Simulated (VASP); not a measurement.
# As (Fd-3m) in VASP: notebook

The runs below take As through single point, with PBE.

All numbers are computed with VASP 6.6.1; they aren't measurements. Logs are shortened: lines on timing, memory, paths and dates and some standing lists are left out, and cuts for length are marked.

**1. The cell of the first run**

Symmetry: Fd-3m, No. 227, cubic system. Conventional cell: a = 4.500 Å, b = 4.500 Å, c = 4.500 Å, α = 90.00°, β = 90.00°, γ = 90.00°. Within 2.6 Å of As (site symmetry -43m) lie 4 As at 1.95 Å.

**2. Single point, PBE (volume scaled by 0.4)**

Contents of INCAR:

```
SYSTEM = As
ALGO     = Normal         ! electronic algorithm
EDIFF    = 1E-7           ! SCF threshold, eV
ENCUT    = 520            ! plane-wave cutoff, eV
GGA      = PE             ! functional
ISIF     = 2              ! what is computed and relaxed
ISMEAR   = -1             ! smearing method
LASPH    = .TRUE.         ! aspherical terms in the spheres
LCHARG   = .FALSE.        ! write CHGCAR
LREAL    = .FALSE.        ! projectors in reciprocal space
LWAVE    = .FALSE.        ! write WAVECAR
NBANDS   = 12             ! bands
NELM     = 100            ! most SCF steps
PREC     = Accurate       ! precision mode
SIGMA    = 0.08           ! smearing width, eV
```

Contents of KPOINTS:

```
k-points
0
G
  13 13 13
  0 0 0
```

Contents of POSCAR:

```
As
1.0
    0.0000000000      2.2499723120      2.2499723120
    2.2499723120      0.0000000000      2.2499723120
    2.2499723120      2.2499723120      0.0000000000
As
2
Direct
   -0.1250000000     -0.1250000000     -0.1250000000
    0.1250000000      0.1250000000      0.1250000000
```

Potentials or basis: VASP PAW PBE potentials, release 64 (As).

Run with:

```sh
> cat potpaw_PBE.64/As/POTCAR > POTCAR
> mpirun -np 1 vasp_std > vasp.out
```

OUTCAR:

```text
SYSTEM = As
   EDIFF = 1E-7
   ENCUT = 520
   GGA = PE
   ISIF = 2
   ISMEAR = -1
   LASPH = .TRUE.
   LREAL = .FALSE.
   NELM = 100
   PREC = Accurate

 ion  position               nearest neighbor table
   1  0.875  0.875  0.875-   2 1.95   2 1.95   2 1.95   2 1.95
   2  0.125  0.125  0.125-   1 1.95   1 1.95   1 1.95   1 1.95

  LATTYP: Found a face centered cubic cell.
 ALAT       =     4.4999446240

  Lattice vectors:

 A1 = (   0.0000000000,   2.2499723120,   2.2499723120)
 A2 = (   2.2499723120,   0.0000000000,   2.2499723120)
 A3 = (   2.2499723120,   2.2499723120,   0.0000000000)

Analysis of symmetry for initial positions (statically):
=====================================================================
 Subroutine PRICEL returns:
 Original cell was already a primitive cell.

 Routine SETGRP: Setting up the symmetry group for a
 face centered cubic supercell.

 Subroutine GETGRP returns: Found 48 space group operations
 (whereof 12 operations were pure point group operations)
 out of a pool of 48 trial point group operations.

The static configuration has the point symmetry D_3d.
 The point group associated with its full space group is O_h .

Analysis of symmetry for dynamics (positions and initial velocities):
=====================================================================
 Subroutine PRICEL returns:
 Original cell was already a primitive cell.

 Routine SETGRP: Setting up the symmetry group for a
 face centered cubic supercell.

 Subroutine GETGRP returns: Found 48 space group operations
 (whereof 12 operations were pure point group operations)
 out of a pool of 48 trial point group operations.

The dynamic configuration has the point symmetry D_3d.
 The point group associated with its full space group is O_h .

 Subroutine INISYM returns: Found 48 space group operations
 (whereof 12 operations are pure point group operations),
 and found     1 'primitive' translations

----------------------------------------------------------------------------------------

                                     Primitive cell

  volume of cell :      22.7804

  direct lattice vectors                    reciprocal lattice vectors
     0.000000000  2.249972312  2.249972312    -0.222224957  0.222224957  0.222224957
     2.249972312  0.000000000  2.249972312     0.222224957 -0.222224957  0.222224957
     2.249972312  2.249972312  0.000000000     0.222224957  0.222224957 -0.222224957

  length of vectors
     3.181941359  3.181941359  3.181941359     0.384904916  0.384904916  0.384904916

  position of ions in fractional coordinates (direct lattice)
     0.875000000  0.875000000  0.875000000
     0.125000000  0.125000000  0.125000000

  ion indices of the primitive-cell ions
   primitive index   ion index
                 1           1
                 2           2

----------------------------------------------------------------------------------------

 KPOINTS: k-points

Automatic generation of k-mesh.
 Grid dimensions read from file:
 generate k-points for:   13   13   13

 Generating k-lattice:

  Cartesian coordinates                     Fractional coordinates (reciprocal lattice)
    -0.017094227  0.017094227  0.017094227     0.076923077  0.000000000  0.000000000
     0.017094227 -0.017094227  0.017094227     0.000000000  0.076923077  0.000000000
     0.017094227  0.017094227 -0.017094227     0.000000000  0.000000000  0.076923077

  Length of vectors
     0.029608070  0.029608070  0.029608070

  Shift w.r.t. Gamma in fractional coordinates (k-lattice)
     0.000000000  0.000000000  0.000000000

 Subroutine IBZKPT returns following result:
 ===========================================

 Found     84 irreducible k-points:

 Following reciprocal coordinates:
            Coordinates               Weight
  0.000000  0.000000  0.000000      1.000000
  0.076923  0.000000  0.000000      8.000000
  0.153846  0.000000  0.000000      8.000000
  0.230769  0.000000  0.000000      8.000000
  0.307692  0.000000  0.000000      8.000000
  0.384615  0.000000  0.000000      8.000000
[... 16 lines left out ...]
  0.384615  0.153846  0.000000     24.000000
  0.461538  0.153846  0.000000     24.000000
 [... further k-points ...]
   k-points           NKPTS =     84   k-points in BZ     NKDIM =     84   number of bands    NBANDS=     12
   number of dos      NEDOS =    301   number of ions     NIONS =      2
   total plane-waves  NPLWV =  13824
   dimension x,y,z NGX =    24 NGY =   24 NGZ =   24
   dimension x,y,z NGXF=    48 NGYF=   48 NGZF=   48
   ions per type =               2
   NGX,Y,Z   is equivalent  to a cutoff of  12.54, 12.54, 12.54 a.u.
   NGXF,Y,Z  is equivalent  to a cutoff of  25.08, 25.08, 25.08 a.u.
 SYSTEM =  As
   PREC   = accura    normal or accurate (medium, high low for compatibility)
   ISTART =      0    job   : 0-new  1-cont  2-samecut
   ICHARG =      2    charge: 1-file 2-atom 10-const
   ISPIN  =      1    spin polarized calculation?
   LNONCOLLINEAR =      F non collinear calculations
   LSORBIT =      F    spin-orbit coupling
   LASPH  =      T    aspherical Exc in radial PAW
   ENCUT  =  520.0 eV  38.22 Ry    6.18 a.u.   5.92  5.92  5.92*2*pi/ulx,y,z
   NELM   =    100;   NELMIN=  2; NELMDL= -5     # of ELM steps
   EDIFF  = 0.1E-06   stopping-criterion for ELM
   LREAL  =      F    real-space projection
   EDIFFG = 0.1E-05   stopping-criterion for IOM
   NSW    =      0    number of steps for IOM
   IBRION =     -1    ionic relax: 0-MD 1-quasi-New 2-CG
   NFREE  =      0    steps in history (QN), initial steepest desc. (CG)
   ISIF   =      2    stress and relaxation
   ISYM   =      2    0-nonsym 1-usesym 2-fastsym
   POTIM  = 0.5000    time-step for ionic-motion
   TEBEG  =    0.0;   TEEND  =   0.0 temperature during run
   PSTRESS=    0.0 pullay stress
   NELECT =      10.0000    total number of electrons
   NUPDOWN=      -1.0000    fix difference up-down
   EMIN   =  10.00;   EMAX   =-10.00  energy-range for DOS
   EFERMI =   0.00;   METHOD = LEGACY
   ISMEAR =    -1;   SIGMA  =   0.08  broadening in eV -4-tet -1-fermi 0-gaus
   EFERMI_NEDOS =   21; number of points for ismear=-14 and -15
   IALGO  =     38    algorithm
   IMIX   =      4    mixing-type and parameters
     AMIX     =   0.40;   BMIX     =  1.00
     AMIX_MAG =   1.60;   BMIX_MAG =  1.00
  volume/ion in A,a.u.               =      11.39        76.86
  Fermi-wavevector in a.u.,A,eV,Ry     =   1.244193  2.351183 21.062030  1.548016
  Thomas-Fermi vector in A             =   2.378470
   LORBIT       =      0    0 simple, 1 ext, 2 COOP (PROOUT), +10 PAW based schemes
   GGA     = PE    functional components
   LHFCALC =     F    Hartree Fock is set to
   AEXX    =    0.0000 exact exchange contribution
   IVDW    =     0    specifies the selected vdW correction
   LEPSILON=     F    determine dielectric tensor
   LRPA    =     F    only Hartree local field effects (RPA)
 non-spin polarized calculation
  energy-cutoff  :      520.00
  volume of cell :       22.78
 maximum number of plane-waves:       624
   NGX = 11   NGY = 11   NGZ = 11

 number of electron      10.0000002 magnetization

 Free energy of the ion-electron system (eV)
  ---------------------------------------------------
  ext. energy  EPLUGINS =         0.00000000
  ---------------------------------------------------
  free energy    TOTEN  =         4.02590684 eV

  energy without entropy =        4.04513218  energy(sigma->0) =        4.03551951

 E-fermi :  14.8961     XC(G=0): -12.8458

 val. band max:       14.8850572074   @ k =  -0.2308   0.0769   0.0000
 cond. band min:      14.9158918289   @ k =   0.4615   0.3077   0.0769
 fundamental gap:      0.0308346215
 Fermi energy:        14.8960651725

 k-point     1 :       0.0000    0.0000    0.0000
  band No.  band energies     occupation
      1      -8.7960      2.00000
      2      10.8744      2.00000
      3      10.8744      2.00000
      4      10.8744      2.00000
      5      14.2063      1.99964
      6      14.2063      1.99964
      7      14.2063      1.99964
      8      17.4059      0.00000
      9      20.6801      0.00000
     10      23.2371      0.00000
     11      23.2371      0.00000
     12      25.2590      0.00000

 k-point     2 :       0.0769    0.0000    0.0000
  band No.  band energies     occupation
      1      -8.6711      2.00000
      2       9.5197      2.00000
      3      10.5741      2.00000
      4      10.5741      2.00000
      5      14.5849      1.95992
      6      14.5849      1.95992
      7      14.5948      1.95477
      8      18.0670      0.00000
      9      21.2685      0.00000
     10      22.4182      0.00000
     11      22.4182      0.00000
     12      24.8824      0.00000

 k-point     3 :       0.1538    0.0000    0.0000
  band No.  band energies     occupation
      1      -8.2985      2.00000
      2       7.1272      2.00000
      3       9.9600      2.00000
      4       9.9600      2.00000
      5      14.5910      1.95678
      6      15.3406      0.00769
      7      15.3406      0.00769
      8      19.6122      0.00000
      9      21.5403      0.00000
     10      21.5403      0.00000
     11      22.3602      0.00000
     12      24.8299      0.00000

 k-point     4 :       0.2308    0.0000    0.0000
  band No.  band energies     occupation
      1      -7.6854      2.00000
      2       4.6736      2.00000
      3       9.3440      2.00000
      4       9.3440      2.00000
      5      14.3171      1.99856
      6      15.8862      0.00001
      7      15.8862      0.00001
      8      20.8470      0.00000
      9      21.4505      0.00000
     10      21.4505      0.00000
     11      22.6177      0.00000
     12      27.0244      0.00000

 k-point     5 :       0.3077    0.0000    0.0000
  band No.  band energies     occupation
      1      -6.8526      2.00000
      2       2.3889      2.00000
      3       8.8436      2.00000
      4       8.8436      2.00000
      5      14.0507      1.99995
      6      15.9465      0.00000
      7      15.9465      0.00000
      8      20.6644      0.00000
      9      22.3802      0.00000
     10      22.3802      0.00000
     11      23.9960      0.00000
     12      30.1994      0.00000
[... 228 lines left out ...]
      1      -7.6771      2.00000
      2       6.2002      2.00000
      3       7.9539      2.00000
      4       8.2109      2.00000
      5      12.9713      2.00000
      6      16.6691      0.00000
      7      17.8381      0.00000
      8      18.1926      0.00000
      9      22.9905      0.00000
     10      23.7444      0.00000
     11      24.4836      0.00000
     12      26.5959      0.00000

 k-point    22 :       0.3077    0.1538    0.0000
  band No.  band energies     occupation
      1      -6.9884      2.00000
      2       3.9914      2.00000
      3       7.5027      2.00000
      4       7.5553      2.00000
      5      13.4351      2.00000
      6      16.7283      0.00000
      7      17.6811      0.00000
      8      18.4950      0.00000
      9      24.1994      0.00000
     10      24.2532      0.00000
     11      25.0385      0.00000
     12      28.4178      0.00000

 k-point    23 :       0.3846    0.1538    0.0000
  band No.  band energies     occupation
      1      -6.0940      2.00000
      2       1.9004      2.00000
      3       6.8455      2.00000
      4       7.2638      2.00000
      5      13.5879      2.00000
      6      17.3796      0.00000
      7      17.8922      0.00000
      8      18.1984      0.00000
      9      23.7408      0.00000
     10      25.5718      0.00000
     11      26.9642      0.00000
     12      30.8998      0.00000

 k-point    24 :       0.4615    0.1538    0.0000
  band No.  band energies     occupation
      1      -5.0936      2.00000
      2       0.1262      2.00000
      3       6.2336      2.00000
      4       7.2489      2.00000
      5      13.6314      2.00000
      6      17.1108      0.00000
      7      17.7105      0.00000
      8      19.7185      0.00000
      9      23.3978      0.00000
     10      27.4767      0.00000
     11      28.2968      0.00000
     12      28.3091      0.00000

 [... further k-points ...]
[... 5 lines left out ...]
  --------------------------------------------------------------------------------------
  -------------------------------------------------------------------------------------
  Total       38.2031698     38.2031698     38.2031698      0.0000000      0.0000000     -0.0000000
  in kB     2686.8811947   2686.8811947   2686.8811947      0.0000000      0.0000000     -0.0000000
  external PRESSURE =    2686.8811947 kB  Pullay stress =       0.0000000 kB

 VOLUME and BASIS-vectors are now :
 -----------------------------------------------------------------------------
  energy-cutoff  :      520.00
  volume of cell :       22.78
      direct lattice vectors                 reciprocal lattice vectors
     0.000000000  2.249972312  2.249972312    -0.222224957  0.222224957  0.222224957
     2.249972312  0.000000000  2.249972312     0.222224957 -0.222224957  0.222224957
     2.249972312  2.249972312  0.000000000     0.222224957  0.222224957 -0.222224957

 POSITION                                       TOTAL-FORCE (eV/Angst)
 -----------------------------------------------------------------------------------
      3.93745      3.93745      3.93745        -0.000000     -0.000000     -0.000000
      0.56249      0.56249      0.56249         0.000000      0.000000      0.000000
 -----------------------------------------------------------------------------------
    total drift:                                0.000000      0.000000      0.000000

  FREE ENERGIE OF THE ION-ELECTRON SYSTEM (eV)
  ---------------------------------------------------
  free  energy   TOTEN  =         4.0259068401 eV

  energy  without entropy=        4.0451321791  energy(sigma->0) =        4.03551951
```

Run time: 51 s. Hardware: 1 thread of AMD EPYC 7R13, shared host; peak memory 0.12 GiB.

Results:

| Property | Result |
| --- | --- |
| Free energy | 4.0259 eV |
| Pressure | 268.7 GPa |
| Band gap on the k mesh | zero (band 5 reaches 16.53 eV, above the bottom of band 6 at 11.57 eV) |

Levels at points of the mesh, in eV from the Fermi level:
```tsv
k point	band 1	band 2	band 3	band 4	band 5	band 6	band 7	band 8	band 9	band 10
(0.00, 0.00, 0.00)	-23.69	-4.02	-4.02	-4.02	-0.69	-0.69	-0.69	2.51	5.78	8.34
```

**3. Single point, PBE (volume scaled by 0.5)**

Edit INCAR of step 2 so:

```diff
@@ -12,3 +12,3 @@
 NBANDS   = 12             ! bands
-NELM     = 100            ! most SCF steps
+NELM     = 80             ! most SCF steps
 PREC     = Accurate       ! precision mode
```

KPOINTS is that of step 2.

Contents of POSCAR:

```
As
1.0
    0.0000000000      2.4237092002      2.4237092002
    2.4237092002      0.0000000000      2.4237092002
    2.4237092002      2.4237092002      0.0000000000
As
2
Direct
   -0.1250000000     -0.1250000000     -0.1250000000
    0.1250000000      0.1250000000      0.1250000000
```

Potentials or basis: VASP PAW PBE potentials, release 64 (As).

Run with:

```sh
> cat potpaw_PBE.64/As/POTCAR > POTCAR
> mpirun -np 1 vasp_std > vasp.out
```

Run time: 67 s. Hardware: 1 thread of AMD EPYC 7R13, shared host; peak memory 0.14 GiB.

Results (log left out):

| Item | Value |
| --- | --- |
| Free energy | -2.5663 eV |
| Pressure | 123.7 GPa |
| Band gap on the k mesh | zero (band 5 reaches 12.97 eV, above the bottom of band 6 at 8.71 eV) |

Levels at points of the mesh, in eV from the Fermi level:
| k point | band 2 | band 3 | band 4 | band 5 | band 6 | band 7 | band 8 | band 9 |
| --- | --- | --- | --- | --- | --- | --- | --- | --- |
| (0.00, 0.00, 0.00) | -3.87 | -3.87 | -3.87 | -0.43 | -0.43 | -0.43 | -0.43 | 5.34 |

**4. Single point, PBE (volume scaled by 0.5)**

Contents of INCAR:

```
ALGO     = Normal         # electronic algorithm
EDIFF    = 1E-7           # SCF threshold, eV
ENCUT    = 520            # plane-wave cutoff, eV
GGA      = PE             # functional
ISIF     = 2              # what is computed and relaxed
ISMEAR   = -1             # smearing method
LASPH    = T              # aspherical terms in the spheres
LCHARG   = F              # write CHGCAR
LREAL    = F              # projectors in reciprocal space
LWAVE    = F              # write WAVECAR
NBANDS   = 12             # bands
NELM     = 100            # most SCF steps
PREC     = Accurate       # precision mode
SIGMA    = 0.08           # smearing width, eV
```

Contents of KPOINTS:

```
k-points
0
Gamma
  13 13 13
```

POSCAR is that of step 3.

Run with:

```sh
> cat potpaw_PBE.64/As/POTCAR > POTCAR
> mpirun -np 1 vasp_std > vasp.out
```

It took 68 s on 1 thread of AMD EPYC 7R13, shared host; peak memory 0.14 GiB.

Results (log left out):

| Quantity | Value |
| --- | --- |
| Free energy | -2.5663 eV |
| Pressure | 123.7 GPa |
| Band gap on the k mesh | zero (band 5 reaches 12.97 eV, above the bottom of band 6 at 8.71 eV) |

Levels at points of the mesh, in eV from the Fermi level:
```
           k point  band 3  band 4  band 5  band 6  band 7  band 8
(0.00, 0.00, 0.00)   -3.87   -3.87   -0.43   -0.43   -0.43   -0.43
```

**5. Single point, PBE (volume scaled by 0.6)**

Contents of INCAR:

```
SYSTEM = As
ALGO = Normal
EDIFF = 1E-6
ENCUT = 520
GGA = PE
ISIF = 2
ISMEAR = -1
LASPH = .TRUE.
LCHARG = .TRUE.
LELF = .TRUE.
LREAL = .FALSE.
LVHAR = .TRUE.
LWAVE = .FALSE.
NBANDS = 12
NELM = 60
PREC = Accurate
SIGMA = 0.08
```

Contents of KPOINTS:

```
k-points
0
G
  13 13 13
  0 0 0
```

Contents of POSCAR:

```
As
1.0
    0.0000000000      2.5755753509      2.5755753509
    2.5755753509      0.0000000000      2.5755753509
    2.5755753509      2.5755753509      0.0000000000
As
2
Direct
   -0.1250000000     -0.1250000000     -0.1250000000
    0.1250000000      0.1250000000      0.1250000000
```

Run with:

```sh
> cat potpaw_PBE.64/As/POTCAR > POTCAR
> mpirun -np 1 vasp_std > vasp.out
```

Run time: 65 s. Hardware: 1 thread of AMD EPYC 7R13, shared host; peak memory 0.14 GiB.

Results (log left out):

| Property | Result |
| --- | --- |
| Free energy | -5.7501 eV |
| Pressure | 63.1 GPa |
| Band gap on the k mesh | zero (band 5 reaches 10.33 eV, above the bottom of band 6 at 6.76 eV) |

Levels at points of the mesh, in eV from the Fermi level:
```tsv
k point	band 3	band 4	band 5	band 6	band 7	band 8
(0.00, 0.00, 0.00)	-3.51	-3.51	-2.44	-0.16	-0.16	-0.16
```

**6. The runs side by side**

```tsv
cell	gap on the mesh (eV)	pressure (GPa)
a = 3.182 Å, angles 60.0°, 2 atoms	none	268.7
a = 3.428 Å, angles 60.0°, 2 atoms	none	123.7
a = 3.642 Å, angles 60.0°, 2 atoms	none	63.1
```

Alike in all rows: task single point; level PBE; potentials or basis VASP PAW PBE potentials, release 64 (As); no spin polarisation; k mesh 13 × 13 × 13; cutoff (eV) 520; smearing fermi-dirac 0.08 eV.

Total energies depend on the potentials used, so only differences within one code and one set of settings carry meaning.
